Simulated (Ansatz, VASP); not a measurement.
Two plane-wave programs on Ca

```
Ca
1.0
     0.00000    2.80050    2.80050
     2.80050    0.00000    2.80050
     2.80050    2.80050    0.00000
Ca
1
Direct
  0.00000 0.00000 0.00000
```

Alike in both runs: task single point; functional PBE; k mesh 6 × 6 × 6; occupations gaussian, width 0.1 eV; no spin polarisation.

|  | VASP | Ansatz |
| --- | --- | --- |
| version | VASP 6.6.1 | Ansatz 0.2.0 |
| potentials or method | VASP PAW PBE potentials, release 64 (Ca_sv), cutoff 500 eV | scalar-relativistic, plane waves, PAW |
| valence electrons in the cell | 10 | 10 |

|  | VASP | Ansatz | Ansatz less VASP |
| --- | --- | --- | --- |
| gap on the k mesh at the Fermi level (eV) | none | none | - |
| pressure (GPa) | -0.7 | -0.7 | 0.00 |

A gap of «none» marks a metal or a gap that the smearing closes.
